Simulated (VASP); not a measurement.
Set up this calculation in VASP 6.6.1, as the native input.

```
Task                   : single point
Functional             : PBE
Potentials or basis    : VASP PAW PBE potentials, release 64 (Hf_pv, Si, O)
Cutoff                 : 520 eV
k mesh                 : 6 × 6 × 6
Occupations            : gaussian, width 0.1 eV
Spin                   : no spin polarisation
Dipole correction      : no
Further INCAR settings : ALGO = Normal; EDIFF = 1e-06; NBANDS = 53
```

The structure of Hf3SiO8 lies in POSCAR:

```
Hf3SiO8
1.0
   -2.4976177267      2.4976177267      4.9801456855
    2.4976177267     -2.4976177267      4.9801456855
    2.4976177267      2.4976177267     -4.9801456855
Hf Si O
3 1 8
Direct
    0.7500000000      0.2500000000      0.5000000000
    0.5000000000      0.5000000000      0.0000000000
    0.2500000000      0.7500000000      0.5000000000
    0.0000000000      0.0000000000      0.0000000000
    0.3599427886      0.3599427886      0.4784685586
    0.1185257700      0.6400572114      0.0000000000
    0.8814742300      0.8814742300      0.5215314414
    0.6400572114      0.1185257700      0.0000000000
    0.6400572114      0.6400572114      0.5215314414
    0.3599427886      0.8814742300      0.0000000000
    0.1185257700      0.1185257700      0.4784685586
    0.8814742300      0.3599427886      0.0000000000
```

These files were run (other wordings do the same):

INCAR

```
  PREC = Accurate
  ENCUT = 520
  EDIFF = 1E-6
  ISMEAR = 0
  SIGMA = 0.1
  LREAL = False
  LASPH = True
  NELM = 100
  ALGO = Normal
  ISIF = 2
  LWAVE = False
  LCHARG = True
  GGA = PE
  LELF = True
  LVHAR = True
  NBANDS = 53
```

KPOINTS

```
regular mesh
0
Gamma
  6 6 6
```

Potentials or basis: VASP PAW PBE potentials, release 64 (Hf_pv, Si, O).

The run is started by

```sh
$ cat potpaw_PBE.64/Hf_pv/POTCAR potpaw_PBE.64/Si/POTCAR potpaw_PBE.64/O/POTCAR > POTCAR
$ mpirun -np 1 vasp_std > vasp.out
```

It gave:

- Pressure: -2.8 GPa
- Largest force: 0.138 eV/Å
- Band gap on the k mesh: 0.38 eV

Caveat: semilocal functionals underestimate gaps, and a narrow one can read as zero; spin-orbit coupling is left out, which moves the levels of the heavy elements.

Wall time 7.8 min on 1 thread of AMD EPYC 7R43 64-Core Processor (Zen 3), with other jobs on the host, peak memory 0.37 GiB.
